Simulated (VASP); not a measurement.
# Rh (P6_3/mmc) in VASP: single point with r2SCAN

Aim: the single point of Rh with r2SCAN.

Program: VASP 6.6.1. These are calculated values, not measurements. Logs are shortened: lines on timing, memory, paths and dates and some standing lists are left out, and cuts for length are marked.

### Step 1. The cell of the first run

Symmetry: P6_3/mmc, No. 194, hexagonal system. The conventional cell has a = 2.656 Å, b = 2.656 Å, c = 4.307 Å, α = 90.00°, β = 90.00°, γ = 120.00°. Rh (site symmetry -6m2) has 12 Rh at 2.64 to 2.66 Å within 3.5 Å.

This isn't the form of Rh at room conditions, which is fcc.

### Step 2. Single point, r2SCAN

Contents of POSCAR:

```
Rh
1.0
    2.6561206326      0.0000000000      0.0000000000
   -1.3280603163      2.3002698329      0.0000000000
    0.0000000000      0.0000000000      4.3070998910
Rh
2
Direct
    0.6666666667      0.3333333333      0.7500000000
    0.3333333333      0.6666666667      0.2500000000
```

Contents of INCAR.step1:

```
PREC = Accurate ; ENCUT = 680
ISMEAR = -1 ; SIGMA = 0.2
LREAL = F ; LASPH = T
NELM = 120 ; NBANDS = 24
GGA = PE ; ALGO = Normal
EDIFF = 1E-5 ; LWAVE = T
LCHARG = F ; GGA_COMPAT = F
```

Contents of INCAR.step2:

```
PREC = Accurate ; ENCUT = 680
EDIFF = 1E-6 ; ISMEAR = -1
SIGMA = 0.2 ; LREAL = F
LASPH = T ; NELM = 120
ALGO = Normal ; ISIF = 2
LWAVE = F ; LCHARG = T
METAGGA = R2SCAN ; LMIXTAU = T
LELF = T ; LVHAR = T
NBANDS = 24 ; ISTART = 1
GGA_COMPAT = F
```

Contents of KPOINTS:

```
Automatic mesh
0
Gamma
  10 10 5
```

Potentials or basis: VASP PAW PBE potentials, release 64 (Rh_sv_GW).

Launch:

```console
> cat potpaw_PBE.64/Rh_sv_GW/POTCAR > POTCAR
> cp INCAR.step1 INCAR
> mpirun -np 1 vasp_std > vasp.out
> cp INCAR.step2 INCAR
> mpirun -np 1 vasp_std > vasp.out
```

OUTCAR:

```text
PREC = Accurate
   ENCUT = 680
   EDIFF = 1E-6
   ISMEAR = -1
   LREAL = F
   LASPH = T
   NELM = 120
   ISIF = 2
   METAGGA = R2SCAN
   ISTART = 1

 ion  position               nearest neighbor table
   1  0.667  0.333  0.750-   2 2.64   2 2.64   2 2.64   2 2.64   2 2.64   2 2.64
   2  0.333  0.667  0.250-   1 2.64   1 2.64   1 2.64   1 2.64   1 2.64   1 2.64

  LATTYP: Found a hexagonal cell.
 ALAT       =     2.6561206326
 C/A-ratio  =     1.6215754052

  Lattice vectors:

 A1 = (   2.6561206326,   0.0000000000,   0.0000000000)
 A2 = (  -1.3280603163,   2.3002698329,   0.0000000000)
 A3 = (   0.0000000000,   0.0000000000,   4.3070998910)

Analysis of symmetry for initial positions (statically):
=====================================================================
 Subroutine PRICEL returns:
 Original cell was already a primitive cell.

 Routine SETGRP: Setting up the symmetry group for a
 hexagonal supercell.

 Subroutine GETGRP returns: Found 24 space group operations
 (whereof 12 operations were pure point group operations)
 out of a pool of 24 trial point group operations.

The static configuration has the point symmetry D_3d.
 The point group associated with its full space group is D_6h.

Analysis of symmetry for dynamics (positions and initial velocities):
=====================================================================
 Subroutine PRICEL returns:
 Original cell was already a primitive cell.

 Routine SETGRP: Setting up the symmetry group for a
 hexagonal supercell.

 Subroutine GETGRP returns: Found 24 space group operations
 (whereof 12 operations were pure point group operations)
 out of a pool of 24 trial point group operations.

The dynamic configuration has the point symmetry D_3d.
 The point group associated with its full space group is D_6h.

 Subroutine INISYM returns: Found 24 space group operations
 (whereof 12 operations are pure point group operations),
 and found     1 'primitive' translations

----------------------------------------------------------------------------------------

                                     Primitive cell

  volume of cell :      26.3155

  direct lattice vectors                    reciprocal lattice vectors
     2.656120633  0.000000000  0.000000000     0.376488924  0.217365803  0.000000000
    -1.328060316  2.300269833  0.000000000     0.000000000  0.434731607  0.000000000
     0.000000000  0.000000000  4.307099891     0.000000000  0.000000000  0.232174787

  length of vectors
     2.656120633  2.656122269  4.307099891     0.434731874  0.434731607  0.232174787

  position of ions in fractional coordinates (direct lattice)
     0.666666667  0.333333333  0.750000000
     0.333333333  0.666666667  0.250000000

  ion indices of the primitive-cell ions
   primitive index   ion index
                 1           1
                 2           2

----------------------------------------------------------------------------------------

 KPOINTS: Automatic mesh

Automatic generation of k-mesh.
 Grid dimensions read from file:
 generate k-points for:   10   10    5

 Generating k-lattice:

  Cartesian coordinates                     Fractional coordinates (reciprocal lattice)
     0.037648892  0.021736580  0.000000000     0.100000000 -0.000000000  0.000000000
     0.000000000  0.043473161  0.000000000     0.000000000  0.100000000  0.000000000
     0.000000000  0.000000000  0.046434957     0.000000000  0.000000000  0.200000000

  Length of vectors
     0.043473187  0.043473161  0.046434957

  Shift w.r.t. Gamma in fractional coordinates (k-lattice)
     0.000000000  0.000000000  0.000000000

 Subroutine IBZKPT returns following result:
 ===========================================

 Found     42 irreducible k-points:

 Following reciprocal coordinates:
            Coordinates               Weight
  0.000000  0.000000  0.000000      1.000000
  0.100000  0.000000  0.000000      6.000000
  0.200000  0.000000  0.000000      6.000000
  0.300000 -0.000000  0.000000      6.000000
  0.400000  0.000000  0.000000      6.000000
  0.500000  0.000000  0.000000      3.000000
[... 16 lines left out ...]
  0.300000  0.100000  0.200000     24.000000
  0.400000  0.100000  0.200000     24.000000
 [... further k-points ...]
   k-points           NKPTS =     42   k-points in BZ     NKDIM =     42   number of bands    NBANDS=     24
   number of dos      NEDOS =    301   number of ions     NIONS =      2
   total plane-waves  NPLWV =  23040
   dimension x,y,z NGX =    24 NGY =   24 NGZ =   40
   dimension x,y,z NGXF=    48 NGYF=   48 NGZF=   80
   ions per type =               2
   NGX,Y,Z   is equivalent  to a cutoff of  15.02, 15.02, 15.44 a.u.
   NGXF,Y,Z  is equivalent  to a cutoff of  30.04, 30.04, 30.88 a.u.
 SYSTEM =  unknown system
   PREC   = accura    normal or accurate (medium, high low for compatibility)
   ISTART =      1    job   : 0-new  1-cont  2-samecut
   ICHARG =      0    charge: 1-file 2-atom 10-const
   ISPIN  =      1    spin polarized calculation?
   LNONCOLLINEAR =      F non collinear calculations
   LSORBIT =      F    spin-orbit coupling
   LASPH  =      T    aspherical Exc in radial PAW
   ENCUT  =  680.0 eV  49.98 Ry    7.07 a.u.   5.65  5.65  9.16*2*pi/ulx,y,z
   NELM   =    120;   NELMIN=  2; NELMDL=  0     # of ELM steps
   EDIFF  = 0.1E-05   stopping-criterion for ELM
   LREAL  =      F    real-space projection
   EDIFFG = 0.1E-04   stopping-criterion for IOM
   NSW    =      0    number of steps for IOM
   IBRION =     -1    ionic relax: 0-MD 1-quasi-New 2-CG
   NFREE  =      0    steps in history (QN), initial steepest desc. (CG)
   ISIF   =      2    stress and relaxation
   ISYM   =      2    0-nonsym 1-usesym 2-fastsym
   POTIM  = 0.5000    time-step for ionic-motion
   TEBEG  =    0.0;   TEEND  =   0.0 temperature during run
   PSTRESS=    0.0 pullay stress
   NELECT =      34.0000    total number of electrons
   NUPDOWN=      -1.0000    fix difference up-down
   EMIN   =  10.00;   EMAX   =-10.00  energy-range for DOS
   EFERMI =   0.00;   METHOD = LEGACY
   ISMEAR =    -1;   SIGMA  =   0.20  broadening in eV -4-tet -1-fermi 0-gaus
   EFERMI_NEDOS =   21; number of points for ismear=-14 and -15
   IALGO  =     38    algorithm
   IMIX   =      4    mixing-type and parameters
     AMIX     =   0.40;   BMIX     =  1.00
     AMIX_MAG =   1.60;   BMIX_MAG =  1.00
  volume/ion in A,a.u.               =      13.16        88.79
  Fermi-wavevector in a.u.,A,eV,Ry     =   1.783052  3.369479 43.256645  3.179274
  Thomas-Fermi vector in A             =   2.847317
   LORBIT       =      0    0 simple, 1 ext, 2 COOP (PROOUT), +10 PAW based schemes
   METAGGA = R2SCAN    functional components
   LHFCALC =     F    Hartree Fock is set to
   AEXX    =    0.0000 exact exchange contribution
   IVDW    =     0    specifies the selected vdW correction
   LEPSILON=     F    determine dielectric tensor
   LRPA    =     F    only Hartree local field effects (RPA)
 non-spin polarized calculation
  energy-cutoff  :      680.00
  volume of cell :       26.32
 maximum number of plane-waves:      1087
 NGX is ok and might be reduce to    24
   NGX = 11   NGY = 11   NGZ = 19

 number of electron      34.0000003 magnetization

 Free energy of the ion-electron system (eV)
  ---------------------------------------------------
  ext. energy  EPLUGINS =         0.00000000
  ---------------------------------------------------
  free energy    TOTEN  =       -46.62027328 eV

  energy without entropy =      -46.23784946  energy(sigma->0) =      -46.42906137

 E-fermi :  11.5420     XC(G=0): -15.6047

 val. band max:       11.5341016257   @ k =   0.4000   0.2000   0.2000
 cond. band min:      11.5672985864   @ k =   0.3000   0.1000   0.4000
 fundamental gap:      0.0331969607
 Fermi energy:        11.5419577561

 k-point     1 :       0.0000    0.0000    0.0000
  band No.  band energies     occupation
      1     -69.8173      2.00000
      2     -69.6641      2.00000
      3     -37.3065      2.00000
      4     -36.5126      2.00000
      5     -36.5126      2.00000
      6     -36.3832      2.00000
[... 16 lines left out ...]
     23      30.2171      0.00000
     24      30.9495      0.00000

 k-point     2 :       0.1000    0.0000    0.0000
  band No.  band energies     occupation
      1     -69.8049      2.00000
      2     -69.6583      2.00000
      3     -37.2778      2.00000
      4     -36.5779      2.00000
      5     -36.5335      2.00000
      6     -36.4504      2.00000
[... 16 lines left out ...]
     23      30.6370      0.00000
     24      31.2994      0.00000

 k-point     3 :       0.2000    0.0000    0.0000
  band No.  band energies     occupation
      1     -69.7715      2.00000
      2     -69.6439      2.00000
      3     -37.1978      2.00000
      4     -36.7489      2.00000
      5     -36.6226      2.00000
      6     -36.5864      2.00000
[... 16 lines left out ...]
     23      30.6508      0.00000
     24      31.1614      0.00000

 k-point     4 :       0.3000   -0.0000    0.0000
  band No.  band energies     occupation
      1     -69.7276      2.00000
      2     -69.6286      2.00000
      3     -37.0836      2.00000
      4     -36.9603      2.00000
      5     -36.8284      2.00000
      6     -36.6492      2.00000
[... 16 lines left out ...]
     23      28.5101      0.00000
     24      28.7309      0.00000

 k-point     5 :       0.4000    0.0000    0.0000
  band No.  band energies     occupation
      1     -69.6878      2.00000
      2     -69.6204      2.00000
      3     -37.1311      2.00000
      4     -36.9898      2.00000
      5     -36.9653      2.00000
      6     -36.6984      2.00000
[... 16 lines left out ...]
     23      26.4346      0.00000
     24      27.2727      0.00000

 k-point     6 :       0.5000    0.0000    0.0000
  band No.  band energies     occupation
      1     -69.6700      2.00000
      2     -69.6198      2.00000
      3     -37.1961      2.00000
      4     -37.0505      2.00000
      5     -36.9046      2.00000
      6     -36.7169      2.00000
[... 16 lines left out ...]
     23      25.6030      0.00000
     24      26.5577      0.00000
[... 379 lines left out ...]
 k-point    21 :       0.1000    0.1000    0.2000
  band No.  band energies     occupation
      1     -69.7693      2.00000
      2     -69.6611      2.00000
      3     -37.1610      2.00000
      4     -36.6576      2.00000
      5     -36.6435      2.00000
      6     -36.5512      2.00000
[... 16 lines left out ...]
     23      30.3593      0.00000
     24      30.6503      0.00000

 k-point    22 :       0.2000    0.1000    0.2000
  band No.  band energies     occupation
      1     -69.7329      2.00000
      2     -69.6440      2.00000
      3     -37.1089      2.00000
      4     -36.8336      2.00000
      5     -36.7848      2.00000
      6     -36.6204      2.00000
[... 16 lines left out ...]
     23      28.4541      0.00000
     24      29.4620      0.00000

 k-point    23 :       0.3000    0.1000    0.2000
  band No.  band energies     occupation
      1     -69.6934      2.00000
      2     -69.6297      2.00000
      3     -37.1279      2.00000
      4     -36.9936      2.00000
      5     -36.8529      2.00000
      6     -36.6879      2.00000
[... 16 lines left out ...]
     23      26.6764      0.00000
     24      27.7801      0.00000

 k-point    24 :       0.4000    0.1000    0.2000
  band No.  band energies     occupation
      1     -69.6653      2.00000
      2     -69.6245      2.00000
      3     -37.2057      2.00000
      4     -37.0812      2.00000
      5     -36.8299      2.00000
      6     -36.7147      2.00000
[... 16 lines left out ...]
     23      25.4394      0.00000
     24      27.2194      0.00000

 [... further k-points ...]

------------------------ aborting loop because EDIFF is reached ----------------------------------------

  FORCE on cell =-STRESS in cart. coord.  units (eV):
  Direction    XX          YY          ZZ          XY          YZ          ZX
  --------------------------------------------------------------------------------------
  -------------------------------------------------------------------------------------
  Total        2.6744337      2.6744381      2.5655471     -0.0000000      0.0000000      0.0000000
  in kB      162.8286756    162.8289431    156.1992861     -0.0000000      0.0000000      0.0000000
  external PRESSURE =     160.6189683 kB  Pullay stress =       0.0000000 kB

 VOLUME and BASIS-vectors are now :
 -----------------------------------------------------------------------------
  energy-cutoff  :      680.00
  volume of cell :       26.32
      direct lattice vectors                 reciprocal lattice vectors
     2.656120633  0.000000000  0.000000000     0.376488924  0.217365803  0.000000000
    -1.328060316  2.300269833  0.000000000     0.000000000  0.434731607  0.000000000
     0.000000000  0.000000000  4.307099891     0.000000000  0.000000000  0.232174787

 POSITION                                       TOTAL-FORCE (eV/Angst)
 -----------------------------------------------------------------------------------
      1.32806      0.76676      3.23032         0.000000      0.000000      0.000000
     -0.00000      1.53351      1.07677        -0.000000     -0.000000      0.000000
 -----------------------------------------------------------------------------------
    total drift:                                0.000000     -0.000000      0.000000

  FREE ENERGIE OF THE ION-ELECTRON SYSTEM (eV)
  ---------------------------------------------------
  free  energy   TOTEN  =       -46.6202732774 eV

  energy  without entropy=      -46.2378494631  energy(sigma->0) =      -46.42906137
```

Run time: 1.9 min. Hardware: 1 thread of Intel Xeon Platinum 8259CL at 2.50GHz (Skylake/Cascade Lake), shared host; peak memory 0.2 GiB.

Results:

```
Free energy            : -46.6203 eV
Pressure               : 16.1 GPa
Band gap on the k mesh : zero (bands 17 and 18 overlap by 2.55 eV)
```

Caveat: the cell stands under pressure; the PAW data sets were made with another functional, which shifts forces and pressure a little.

The gap in the log of VASP goes by the Fermi energy; the results here count the filled bands.